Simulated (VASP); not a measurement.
# BaTiO3 (Pm-3m) in VASP: single point with r2SCAN

Aim: the single point of BaTiO3 with r2SCAN.

All numbers are computed with VASP 6.6.1; they aren't measurements. Logs are shortened: lines on timing, memory, paths and dates and some standing lists are left out, and cuts for length are marked.

### 1 The cell of the first run

It takes space group Pm-3m (No. 221, cubic). Conventional cell: a = 3.923 Å, b = 3.923 Å, c = 3.923 Å, α = 90.00°, β = 90.00°, γ = 90.00°. Within 3.7 Å of Ba (site symmetry m-3m) lie 12 O at 2.77 Å and 8 Ti at 3.40 Å. Ti (site symmetry m-3m) has 6 O at 1.96 Å within 2.6 Å. O (site symmetry 4/mmm) has 2 Ti at 1.96 Å within 2.6 Å. Within 2.6 Å of O (site symmetry 4/mmm) lie 2 Ti at 1.96 Å.

### 2 Single point, r2SCAN

Input file POSCAR:

```
BaTiO3
1.0
   -3.9226650900      0.0000000000     -3.9226650900
    0.0000000000     -3.9226650900      0.0000000000
   -3.9226650900      0.0000000000      3.9226650900
Ba Ti O
2 2 6
Direct
    0.0000000000      0.0000000000      0.0000000000
    0.5000000000      0.0000000000      0.5000000000
    0.0000000000      0.5000000000      0.5000000000
    0.5000000000      0.5000000000      0.0000000000
    0.7500000000      0.5000000000      0.7500000000
    0.2500000000      0.5000000000      0.2500000000
    0.7500000000      0.5000000000      0.2500000000
    0.2500000000      0.5000000000      0.7500000000
    0.0000000000      0.0000000000      0.5000000000
    0.5000000000      0.0000000000      0.0000000000
```

Input file INCAR.step1:

```
PREC     = Accurate       # precision mode
ENCUT    = 520            # plane-wave cutoff, eV
ISMEAR   = 0              # smearing method
SIGMA    = 0.0409         # smearing width, eV
LREAL    = False          # projectors in reciprocal space
LASPH    = True           # aspherical terms in the spheres
NELM     = 80             # most SCF steps
NBANDS   = 51             # bands
GGA      = PE             # functional
ALGO     = Normal         # electronic algorithm
EDIFF    = 1E-4           # SCF threshold, eV
LWAVE    = True           # write WAVECAR
LCHARG   = False          # write CHGCAR
```

Input file INCAR.step2:

```
PREC     = Accurate       # precision mode
ENCUT    = 520            # plane-wave cutoff, eV
EDIFF    = 1E-7           # SCF threshold, eV
ISMEAR   = 0              # smearing method
SIGMA    = 0.0409         # smearing width, eV
LREAL    = False          # projectors in reciprocal space
LASPH    = True           # aspherical terms in the spheres
NELM     = 80             # most SCF steps
ALGO     = Normal         # electronic algorithm
ISIF     = 2              # what is computed and relaxed
LWAVE    = False          # write WAVECAR
LCHARG   = False          # write CHGCAR
METAGGA  = R2SCAN         # meta-GGA
LMIXTAU  = True         
NBANDS   = 51             # bands
ISTART   = 1
```

Input file KPOINTS:

```
Automatic mesh
0
Gamma
  5 7 5
```

Potentials or basis: VASP PAW PBE potentials, release 64 (Ba_sv, Ti_sv, O).

Run with:

```sh
$ cat potpaw_PBE.64/Ba_sv/POTCAR potpaw_PBE.64/Ti_sv/POTCAR potpaw_PBE.64/O/POTCAR > POTCAR
$ cp INCAR.step1 INCAR
$ mpirun -np 1 vasp_std > vasp.out
$ cp INCAR.step2 INCAR
$ mpirun -np 1 vasp_std > vasp.out
```

OUTCAR:

```text
PREC = Accurate
   ENCUT = 520
   EDIFF = 1E-7
   ISMEAR = 0
   LREAL = False
   LASPH = True
   NELM = 80
   ISIF = 2
   METAGGA = R2SCAN
   ISTART = 1

 ion  position               nearest neighbor table
   1  0.000  0.000  0.000-   5 2.77   6 2.77   7 2.77   8 2.77   9 2.77  10 2.77   9 2.77   5 2.77
                             6 2.77   7 2.77   8 2.77  10 2.77   4 3.40   3 3.40   3 3.40   3 3.40
   2  0.500  0.000  0.500-   5 2.77   6 2.77   7 2.77   8 2.77   9 2.77  10 2.77  10 2.77   5 2.77
                             6 2.77   7 2.77   8 2.77   9 2.77   4 3.40   4 3.40   3 3.40   3 3.40
   3  0.000  0.500  0.500-   5 1.96   6 1.96   7 1.96   8 1.96   9 1.96   9 1.96   1 3.40   1 3.40
                             1 3.40   2 3.40   2 3.40   1 3.40   2 3.40   2 3.40
   4  0.500  0.500  0.000-   5 1.96   6 1.96   7 1.96   8 1.96  10 1.96  10 1.96   1 3.40   2 3.40
                             1 3.40   2 3.40   2 3.40   2 3.40   1 3.40   1 3.40
   5  0.750  0.500  0.750-   3 1.96   4 1.96   1 2.77   2 2.77   1 2.77   2 2.77
   6  0.250  0.500  0.250-   3 1.96   4 1.96   1 2.77   2 2.77   1 2.77   2 2.77
   7  0.750  0.500  0.250-   3 1.96   4 1.96   1 2.77   2 2.77   1 2.77   2 2.77
   8  0.250  0.500  0.750-   3 1.96   4 1.96   1 2.77   2 2.77   1 2.77   2 2.77
   9  0.000  0.000  0.500-   3 1.96   3 1.96   1 2.77   1 2.77   2 2.77   2 2.77
  10  0.500  0.000  0.000-   4 1.96   4 1.96   1 2.77   2 2.77   2 2.77   1 2.77

  LATTYP: Found a simple tetragonal cell.
 ALAT       =     5.5474861709
 C/A-ratio  =     0.7071067812

  Lattice vectors:

 A1 = (   3.9226650900,   0.0000000000,   3.9226650900)
 A2 = (  -3.9226650900,   0.0000000000,   3.9226650900)
 A3 = (   0.0000000000,  -3.9226650900,   0.0000000000)

Analysis of symmetry for initial positions (statically):
=====================================================================
 Subroutine PRICEL returns following result:

  LATTYP: Found a simple cubic cell.
 ALAT       =     3.9226650900

  Lattice vectors:

 A1 = (   0.0000000000,   0.0000000000,  -3.9226650900)
 A2 = (   0.0000000000,  -3.9226650900,   0.0000000000)
 A3 = (  -3.9226650900,   0.0000000000,   0.0000000000)

   2 primitive cells build up your supercell.

 Routine SETGRP: Setting up the symmetry group for a
 simple tetragonal supercell.

 Subroutine GETGRP returns: Found 16 space group operations
 (whereof 16 operations were pure point group operations)
 out of a pool of 16 trial point group operations.

The static configuration has the point symmetry D_4h.

Analysis of symmetry for dynamics (positions and initial velocities):
=====================================================================
 Subroutine PRICEL returns following result:

  LATTYP: Found a simple cubic cell.
 ALAT       =     3.9226650900

  Lattice vectors:

 A1 = (   0.0000000000,   0.0000000000,  -3.9226650900)
 A2 = (   0.0000000000,  -3.9226650900,   0.0000000000)
 A3 = (  -3.9226650900,   0.0000000000,   0.0000000000)

   2 primitive cells build up your supercell.

 Routine SETGRP: Setting up the symmetry group for a
 simple tetragonal supercell.

 Subroutine GETGRP returns: Found 16 space group operations
 (whereof 16 operations were pure point group operations)
 out of a pool of 16 trial point group operations.

The dynamic configuration has the point symmetry D_4h.

 Subroutine INISYM returns: Found 16 space group operations
 (whereof 16 operations are pure point group operations),
 and found     2 'primitive' translations

----------------------------------------------------------------------------------------

                                     Primitive cell

  volume of cell :      60.3592

  direct lattice vectors                    reciprocal lattice vectors
     0.000000000  0.000000000 -3.922665090     0.000000000  0.000000000 -0.254928722
     0.000000000 -3.922665090  0.000000000     0.000000000 -0.254928722  0.000000000
    -3.922665090  0.000000000  0.000000000    -0.254928722  0.000000000  0.000000000

  length of vectors
     3.922665090  3.922665090  3.922665090     0.254928722  0.254928722  0.254928722

  position of ions in fractional coordinates (direct lattice)
     0.000000000  0.000000000  0.000000000
     0.500000000  0.500000000  0.500000000
     0.000000000  0.500000000  0.500000000
     0.500000000  0.500000000  0.000000000
     0.500000000  0.000000000  0.500000000

  ion indices of the primitive-cell ions
   primitive index   ion index
                 1           1
                 2           3
                 3           5
                 4           7
                 5           9

----------------------------------------------------------------------------------------

 KPOINTS: Automatic mesh

Automatic generation of k-mesh.
 Grid dimensions read from file:
 generate k-points for:    5    7    5

 Generating k-lattice:

  Cartesian coordinates                     Fractional coordinates (reciprocal lattice)
    -0.025492872  0.000000000 -0.025492872     0.200000000  0.000000000  0.000000000
     0.000000000 -0.036418389  0.000000000     0.000000000  0.142857143  0.000000000
    -0.025492872  0.000000000  0.025492872     0.000000000  0.000000000  0.200000000

  Length of vectors
     0.036052366  0.036418389  0.036052366

  Shift w.r.t. Gamma in fractional coordinates (k-lattice)
     0.000000000  0.000000000  0.000000000

 Subroutine IBZKPT returns following result:
 ===========================================

 Found     24 irreducible k-points:

 Following reciprocal coordinates:
            Coordinates               Weight
  0.000000  0.000000  0.000000      1.000000
  0.200000  0.000000  0.000000      4.000000
  0.400000  0.000000  0.000000      4.000000
  0.000000  0.142857  0.000000      2.000000
  0.200000  0.142857  0.000000      8.000000
  0.400000  0.142857  0.000000      8.000000
[... 16 lines left out ...]
  0.400000  0.285714  0.400000      8.000000
  0.400000  0.428571  0.400000      8.000000
   k-points           NKPTS =     24   k-points in BZ     NKDIM =     24   number of bands    NBANDS=     51
   number of dos      NEDOS =    301   number of ions     NIONS =     10
   total plane-waves  NPLWV =  52920
   dimension x,y,z NGX =    42 NGY =   30 NGZ =   42
   dimension x,y,z NGXF=    84 NGYF=   60 NGZF=   84
   ions per type =               2   2   6
   NGX,Y,Z   is equivalent  to a cutoff of  12.59, 12.71, 12.59 a.u.
   NGXF,Y,Z  is equivalent  to a cutoff of  25.17, 25.43, 25.17 a.u.
 SYSTEM =  unknown system
   PREC   = accura    normal or accurate (medium, high low for compatibility)
   ISTART =      1    job   : 0-new  1-cont  2-samecut
   ICHARG =      0    charge: 1-file 2-atom 10-const
   ISPIN  =      1    spin polarized calculation?
   LNONCOLLINEAR =      F non collinear calculations
   LSORBIT =      F    spin-orbit coupling
   LASPH  =      T    aspherical Exc in radial PAW
   ENCUT  =  520.0 eV  38.22 Ry    6.18 a.u.  10.31  7.29 10.31*2*pi/ulx,y,z
   NELM   =     80;   NELMIN=  2; NELMDL=  0     # of ELM steps
   EDIFF  = 0.1E-06   stopping-criterion for ELM
   LREAL  =      F    real-space projection
   EDIFFG = 0.1E-05   stopping-criterion for IOM
   NSW    =      0    number of steps for IOM
   IBRION =     -1    ionic relax: 0-MD 1-quasi-New 2-CG
   NFREE  =      0    steps in history (QN), initial steepest desc. (CG)
   ISIF   =      2    stress and relaxation
   ISYM   =      2    0-nonsym 1-usesym 2-fastsym
   POTIM  = 0.5000    time-step for ionic-motion
   TEBEG  =    0.0;   TEEND  =   0.0 temperature during run
   PSTRESS=    0.0 pullay stress
   NELECT =      80.0000    total number of electrons
   NUPDOWN=      -1.0000    fix difference up-down
   EMIN   =  10.00;   EMAX   =-10.00  energy-range for DOS
   EFERMI =   0.00;   METHOD = LEGACY
   ISMEAR =     0;   SIGMA  =   0.04  broadening in eV -4-tet -1-fermi 0-gaus
   EFERMI_NEDOS =   21; number of points for ismear=-14 and -15
   IALGO  =     38    algorithm
   IMIX   =      4    mixing-type and parameters
     AMIX     =   0.40;   BMIX     =  1.00
     AMIX_MAG =   1.60;   BMIX_MAG =  1.00
  volume/ion in A,a.u.               =      12.07        81.46
  Fermi-wavevector in a.u.,A,eV,Ry     =   1.427295  2.697196 27.717376  2.037170
  Thomas-Fermi vector in A             =   2.547479
   LORBIT       =      0    0 simple, 1 ext, 2 COOP (PROOUT), +10 PAW based schemes
   METAGGA = R2SCAN    functional components
   LHFCALC =     F    Hartree Fock is set to
   AEXX    =    0.0000 exact exchange contribution
   IVDW    =     0    specifies the selected vdW correction
   LEPSILON=     F    determine dielectric tensor
   LRPA    =     F    only Hartree local field effects (RPA)
 non-spin polarized calculation
 Gauss-broadening in eV      SIGMA  =   0.04
  energy-cutoff  :      520.00
  volume of cell :      120.72
 maximum number of plane-waves:      3275
 NGX is ok and might be reduce to    42
   NGX = 21   NGY = 15   NGZ = 21

 number of electron      79.9999973 magnetization

 Free energy of the ion-electron system (eV)
  ---------------------------------------------------
  ext. energy  EPLUGINS =         0.00000000
  ---------------------------------------------------
  free energy    TOTEN  =      -148.13876043 eV

  energy without entropy =     -148.13876043  energy(sigma->0) =     -148.13876043

 E-fermi :   4.1946     XC(G=0): -12.2670

 val. band max:        4.0065533201   @ k =   0.0000   0.4286   0.0000
 cond. band min:       6.2871283255   @ k =   0.0000   0.0000   0.0000
 fundamental gap:      2.2805750054
 Fermi energy:         4.1945763779

 k-point     1 :       0.0000    0.0000    0.0000
  band No.  band energies     occupation
      1     -54.5812      2.00000
      2     -54.5780      2.00000
      3     -29.8524      2.00000
      4     -29.8524      2.00000
      5     -29.7794      2.00000
      6     -29.7786      2.00000
[... 43 lines left out ...]
     50       9.6954      0.00000
     51       9.6956      0.00000

 k-point     2 :       0.2000    0.0000    0.0000
  band No.  band energies     occupation
      1     -54.5808      2.00000
      2     -54.5783      2.00000
      3     -29.8459      2.00000
      4     -29.8454      2.00000
      5     -29.7861      2.00000
      6     -29.7856      2.00000
[... 43 lines left out ...]
     50      10.0997      0.00000
     51      10.1304      0.00000

 k-point     3 :       0.4000    0.0000    0.0000
  band No.  band energies     occupation
      1     -54.5800      2.00000
      2     -54.5791      2.00000
      3     -29.8282      2.00000
      4     -29.8270      2.00000
      5     -29.8054      2.00000
      6     -29.8042      2.00000
[... 1123 lines left out ...]
     50      12.0295      0.00000
     51      12.4248      0.00000

 k-point    24 :       0.4000    0.4286    0.4000
  band No.  band energies     occupation
      1     -54.5782      2.00000
      2     -54.5779      2.00000
      3     -29.8523      2.00000
      4     -29.8500      2.00000
      5     -29.8492      2.00000
      6     -29.8454      2.00000
[... 43 lines left out ...]
     50      12.7187      0.00000
     51      12.8802      0.00000

------------------------ aborting loop because EDIFF is reached ----------------------------------------

  FORCE on cell =-STRESS in cart. coord.  units (eV):
  Direction    XX          YY          ZZ          XY          YZ          ZX
  --------------------------------------------------------------------------------------
  -------------------------------------------------------------------------------------
  Total       10.1718719     10.1576271     10.1718719      0.0000000     -0.0000000      0.0000000
  in kB      135.0012466    134.8121885    135.0012466      0.0000000     -0.0000000      0.0000000
  external PRESSURE =     134.9382273 kB  Pullay stress =       0.0000000 kB

 VOLUME and BASIS-vectors are now :
 -----------------------------------------------------------------------------
  energy-cutoff  :      520.00
  volume of cell :      120.72
      direct lattice vectors                 reciprocal lattice vectors
    -3.922665090  0.000000000 -3.922665090    -0.127464361  0.000000000 -0.127464361
     0.000000000 -3.922665090  0.000000000     0.000000000 -0.254928722  0.000000000
    -3.922665090  0.000000000  3.922665090    -0.127464361  0.000000000  0.127464361

 POSITION                                       TOTAL-FORCE (eV/Angst)
 -----------------------------------------------------------------------------------
      0.00000      0.00000      0.00000         0.000000      0.000000     -0.000000
     -3.92267      0.00000      0.00000         0.000000      0.000000      0.000000
     -1.96133     -1.96133      1.96133        -0.000000      0.000000      0.000000
     -1.96133     -1.96133     -1.96133        -0.000000      0.000000     -0.000000
     -5.88400     -1.96133      0.00000         0.000000      0.000000     -0.000000
     -1.96133     -1.96133      0.00000         0.000000     -0.000000     -0.000000
     -3.92267     -1.96133     -1.96133         0.000000      0.000000      0.000000
     -3.92267     -1.96133      1.96133         0.000000      0.000000      0.000000
     -1.96133      0.00000      1.96133         0.000000      0.000000     -0.000000
     -1.96133      0.00000     -1.96133         0.000000      0.000000     -0.000000
 -----------------------------------------------------------------------------------
    total drift:                                0.000000     -0.000000     -0.000000

  FREE ENERGIE OF THE ION-ELECTRON SYSTEM (eV)
  ---------------------------------------------------
  free  energy   TOTEN  =      -148.1387604327 eV

  energy  without entropy=     -148.1387604327  energy(sigma->0) =     -148.13876043
```

It took 7 min on 1 thread of Intel Xeon 6975P-C (Granite Rapids), shared host; peak memory 0.31 GiB.

What came out:

- Free energy: -148.1388 eV
- Pressure: 13.5 GPa
- Band gap on the k mesh: 2.28 eV

Levels at points of the mesh, in eV from the valence-band top:
```csv
k point,band 38,band 39,band 40,band 41,band 42,band 43
"(0.00, 0.00, 0.00)",-0.09,-0.09,-0.09,2.28,2.28,2.28
```

Caveat: the cell stands under pressure; the PAW data sets were made with another functional, which shifts forces and pressure a little; spin-orbit coupling is left out, which moves the levels of the heavy elements; an odd mesh through Γ misses points on the zone boundary, where band edges can lie.
